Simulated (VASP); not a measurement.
A run of VASP 6.6.1 is set up as follows.

Contents of INCAR:

```
SYSTEM = NbTe2
PREC = Accurate
ENCUT = 520
EDIFF = 1E-6
ISMEAR = -1
SIGMA = 0.1
LREAL = .False.
LASPH = .True.
NELM = 80
ALGO = Normal
ISIF = 2
LWAVE = .False.
LCHARG = .False.
GGA = PS
NBANDS = 20
```

The input KPOINTS:

```
regular mesh
0
Gamma
  9 9 4
  0 0 0
```

The input POSCAR:

```
NbTe2
1.0
    3.6272300351      0.0000000000      0.0000000000
   -1.8136150175      3.1412733557      0.0000000000
    0.0000000000      0.0000000000      6.7423011324
Nb Te
1 2
Direct
    0.0000000000      0.0000000000      0.0000000000
    0.6666666667      0.3333333333      0.7280712239
    0.3333333333      0.6666666667      0.2719287761
```

Potentials or basis: VASP PAW PBE potentials, release 64 (Nb_sv, Te).

Launch:

```bash
$ cat potpaw_PBE.64/Nb_sv/POTCAR potpaw_PBE.64/Te/POTCAR > POTCAR
$ mpirun -np 1 vasp_std > vasp.out
```

Estimate the largest force.

0.008 eV/Å.

What does it give for the pressure?

0.0 GPa.

Forces in eV/Å, atoms in the order of the input:
```
Nb   0.000  0.000  0.000
Te   0.000  0.000 -0.008
Te   0.000  0.000  0.008
```

Caveat: the PAW data sets were made with another functional, which shifts forces and pressure a little; this functional lacks dispersion, which binds the layers, so the pressure and a relaxed spacing across them are unreliable.
